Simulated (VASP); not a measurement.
Runs of VASP 6.6.1 on Li. The structure is that of space group P6_3/mmc (No. 194), or close to it. The cells are those of the table. This isn't the form of Li at room conditions, which is bcc.

| task | cell | k mesh | cutoff (eV) | gap on the mesh (eV) | pressure (GPa) | relaxed volume (Å³/atom) |
| --- | --- | --- | --- | --- | --- | --- |
| single point | a = 2.946, b = 2.946, c = 9.712 Å, angles 90.0, 90.0, 120.0°, 4 atoms | 18 × 18 × 4 | 520 | none | - | - |
| relaxation of cell and atoms | relaxed from a = 2.946, b = 2.946, c = 9.712 Å, angles 90.0, 90.0, 120.0°, 4 atoms | 18 × 18 × 6 | 600 | none | 0.0 | 18.10 |
| relaxation of shape and atoms at fixed volume | relaxed from a = 2.859, b = 2.859, c = 9.388 Å, angles 90.0, 90.0, 120.0°, 4 atoms | 18 × 18 × 6 | 600 | none | 1.6 | - |
| relaxation of shape and atoms at fixed volume | relaxed from a = 2.920, b = 2.920, c = 9.590 Å, angles 90.0, 90.0, 120.0°, 4 atoms | 18 × 18 × 6 | 600 | none | 0.4 | - |
| relaxation of shape and atoms at fixed volume | relaxed from a = 2.979, b = 2.979, c = 9.784 Å, angles 90.0, 90.0, 120.0°, 4 atoms | 18 × 18 × 6 | 600 | none | -0.6 | - |
| single point | a = 2.949, b = 2.949, c = 9.699 Å, angles 90.0, 90.0, 120.0°, 4 atoms | 18 × 18 × 6 | 520 | none | - | - |
| relaxation of cell and atoms | relaxed from a = 3.034, b = 3.034, c = 10.216 Å, angles 90.0, 90.0, 120.0°, 4 atoms | 18 × 18 × 4 | 600 | none | 0.0 | (a) |
| relaxation of shape and atoms at fixed volume | relaxed from a = 2.890, b = 2.890, c = 9.490 Å, angles 90.0, 90.0, 120.0°, 4 atoms | 18 × 18 × 6 | 600 | none | 0.9 | - |
| relaxation of shape and atoms at fixed volume | relaxed from a = 3.045, b = 3.045, c = 10.001 Å, angles 90.0, 90.0, 120.0°, 4 atoms | 18 × 18 × 6 | 600 | none | -1.3 | - |
| relaxation of shape and atoms at fixed volume | relaxed from a = 3.008, b = 3.008, c = 9.878 Å, angles 90.0, 90.0, 120.0°, 4 atoms | 18 × 18 × 6 | 600 | none | -0.9 | - |

Alike in all rows: level PBE+D3(BJ); potentials or basis VASP PAW PBE potentials, release 64 (Li_sv); no spin polarisation; smearing gaussian 0.1 eV.

Question: Estimate the missing entries.

Answer: (a) 18.02.

Caveats: the cutoff is under 1.25 times the usual one of these potentials, so pressure, stress and relaxed cells hold a basis-set (Pulay) error; the relaxation stopped at its first step, so nothing moved (at least some runs).

A gap of «none» marks levels without a gap at the run's occupations.
